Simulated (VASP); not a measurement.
The system is Ta3AsAu2O13.

```xyz
19
Lattice="5.2424 3.0267 4.1427 -5.2424 3.0267 4.1427 0.0000 -6.0534 4.1427" Properties=species:S:1:pos:R:3 pbc="T T T"
Ta   -1.7887    1.0327    4.2854
Ta    0.0000   -2.0655    4.2854
Ta    1.7887    1.0327    4.2854
As    0.0000    0.0000    6.9446
Au    0.0000    0.0000   12.0005
Au    0.0000    0.0000    9.3342
O    -1.3566    0.7832    6.1532
O     0.0000   -1.5665    6.1532
O     1.3566    0.7832    6.1532
O     2.5380   -0.6359    3.6068
O    -0.7183    2.5159    3.6068
O    -1.8197   -1.8800    3.6068
O     1.8197   -1.8800    3.6068
O    -2.5380   -0.6359    3.6068
O     0.7183    2.5159    3.6068
O    -3.3469    1.9323    4.0073
O     0.0000   -3.8647    4.0073
O     3.3469    1.9323    4.0073
O     0.0000    0.0000    3.8329
```

Base run:

```yaml
Program: VASP 6.6.1
Functional: PBE
Potentials_or_basis: VASP PAW PBE potentials, release 64 (Ta_pv, As, Au, O)
Cutoff: 520 eV
k_mesh: 3 × 3 × 3
Occupations: fermi-dirac, width 0.05 eV
Spin: no spin polarisation
```

Its results: band gap on the k mesh 1.09 eV, indirect (least direct gap 1.13 eV); pressure 0.6 GPa; largest force 0.346 eV/Å.

After a change of settings the same cell gave: band gap on the k mesh 1.12 eV, indirect (least direct gap 1.16 eV); pressure 3.7 GPa; largest force 0.661 eV/Å. Which change was it?
A. functional from PBE to BLYP
B. k mesh from 3 × 3 × 3 to 6 × 6 × 6; further incar settings from LREAL = Auto; ALGO = Normal; EDIFF = 1e-07; NBANDS = 84 to LREAL = Auto; ALGO = Normal; EDIFF = 1e-06; NBANDS = 84
C. k mesh from 3 × 3 × 3 to 4 × 4 × 4

A.

BLYP binds less tightly than PBE, so the same cell stands under more pressure.

Caveats: spin-orbit coupling is left out, which moves the levels of the heavy elements; the PAW data sets were made with another functional, which shifts forces and pressure a little (some runs).
